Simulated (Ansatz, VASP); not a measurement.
Ca: VASP beside Ansatz

```
CELL_PARAMETERS angstrom
0.00000 2.80737 2.80737
2.80737 0.00000 2.80737
2.80737 2.80737 0.00000
ATOMIC_POSITIONS crystal
Ca 0.00000 0.00000 0.00000
```

Alike in both runs: task single point; functional BLYP; k mesh 16 × 16 × 16; occupations fermi-dirac, width 0.1 eV; no spin polarisation.

|  | VASP | Ansatz |
| --- | --- | --- |
| version | VASP 6.6.1 | Ansatz 0.2.0 |
| potentials or method | VASP PAW PBE potentials, release 64 (Ca_sv), cutoff 520 eV | plane waves (420 eV) with PAW, scalar-relativistic |
| valence electrons in the cell | 10 | 10 |

|  | VASP | Ansatz | Ansatz less VASP |
| --- | --- | --- | --- |
| pressure (GPa) | -0.6 | -0.6 | -0.01 |

VASP's potentials were made for PBE, not for BLYP. The functional is the same, so the differences come from potentials, cutoffs and numerics.
